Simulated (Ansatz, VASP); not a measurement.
**Two plane-wave programs on EuO**

File INCAR:

```
SYSTEM = EuO
PREC = Accurate ; ENCUT = 600
EDIFF = 1E-6 ; ISMEAR = 0
SIGMA = 0.05 ; LREAL = .FALSE.
LASPH = .TRUE. ; NELM = 200
ALGO = Normal ; ISIF = 2
LWAVE = .FALSE. ; LCHARG = .TRUE.
ISPIN = 2 ; MAGMOM = 7.26 0
LORBIT = 11 ; LMAXMIX = 6
GGA = PE ; LELF = .TRUE.
LVHAR = .TRUE. ; NBANDS = 22
GGA_COMPAT = .FALSE.
```

KPOINTS

```
Automatic mesh
0
G
  12 12 12
  0 0 0
```

POSCAR

```
EuO
1.0
    0.0000000000      2.5302957997      2.5302957997
    2.5302957997      0.0000000000      2.5302957997
    2.5302957997      2.5302957997      0.0000000000
Eu O
1 1
Direct
    0.0000000000      0.0000000000      0.0000000000
    0.5000000000      0.5000000000      0.5000000000
```

Input for Ansatz:

```yaml
crystal:
  lattice:
    - [0.0, 2.5302957997, 2.5302957997]
    - [2.5302957997, 0.0, 2.5302957997]
    - [2.5302957997, 2.5302957997, 0.0]
  atoms:
    - { symbol: Eu, position: [0.0, 0.0, 0.0], spin: 7.26 }
    - { symbol: O, position: [0.5, 0.5, 0.5] }
basis:
  ecutwfc: 420
  ecutrho_ratio: 4
kpoints:
  mp_grid: { grid: [12, 12, 12] }
hamiltonian:
  xc: pbe
scf:
  occupations: { method: gaussian, width: 0.05 }
output:
  forces: true
  stress: true
  eigenvalues: true
  populations: true
magnetization:
  spin_polarized: true
```

Alike in both runs: task single point; functional PBE; k mesh 12 × 12 × 12; occupations gaussian, width 0.05 eV; collinear spin.

```csv
,VASP,Ansatz
version,VASP 6.6.1,Ansatz 0.2.0
potentials or method,"VASP PAW PBE potentials, release 64 (Eu, O), cutoff 600 eV","scalar-relativistic, plane waves, PAW"
valence electrons in the cell,23,23
```

Ansatz gave:

- gap on the k mesh at the Fermi level (eV): none
- pressure (GPa): 0.1
- net moment per atom (μB): 3.48
- size of the moment on the site where the two differ most (μB): 0.08

**Question.** What did VASP give for the same quantities?

**Answer.** gap on the k mesh at the Fermi level (eV): none; pressure (GPa): -0.2; net moment per atom (μB): 3.48; size of the moment on the site where the two differ most (μB): 0.10.

Site moments also hang on the region over which each program counts them. A gap of «none» marks a metal or a gap that the smearing closes. Ansatz's warnings: given moment on shells.

Neither program's run includes spin-orbit coupling.
